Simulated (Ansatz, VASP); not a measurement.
# GeP5 in VASP and in Ansatz

```
Ge P
1.0
    -2.38034    2.38034    4.85716
     2.38034   -2.38034    4.85716
     2.38034    2.38034   -4.85716
Ge P
1 5
Direct
  0.00000 0.00000 0.00000
  0.35783 0.85783 0.50000
  0.85783 0.35783 0.50000
  0.64217 0.14217 0.50000
  0.14217 0.64217 0.50000
  0.50000 0.50000 0.00000
```

Alike in both runs: functional PBE; k mesh 6 × 6 × 6; occupations gaussian, width 0.1 eV; no spin polarisation.

Ansatz relaxed the structure, and its values are those at the end. VASP's run is a single point on that final structure, the one shown.

```csv
,VASP,Ansatz
version,VASP 6.6.1,Ansatz 0.2.0
potentials or method,"VASP PAW PBE potentials, release 64 (Ge_d, P), cutoff 520 eV","scalar-relativistic, plane waves, PAW"
valence electrons in the cell,39,39
```

Ansatz gave:

```
gap on the k mesh at the Fermi level (eV) : none
pressure (GPa)                            : -0.1
rms of the force components (eV/Å)        : 0.000
```

Task: Estimate VASP's values.

Result: gap on the k mesh at the Fermi level (eV): none; pressure (GPa): -0.2; rms of the force components (eV/Å): 0.024.

A gap of «none» marks a metal or a gap that the smearing closes. The functional is the same, so the differences come from potentials, cutoffs and numerics.
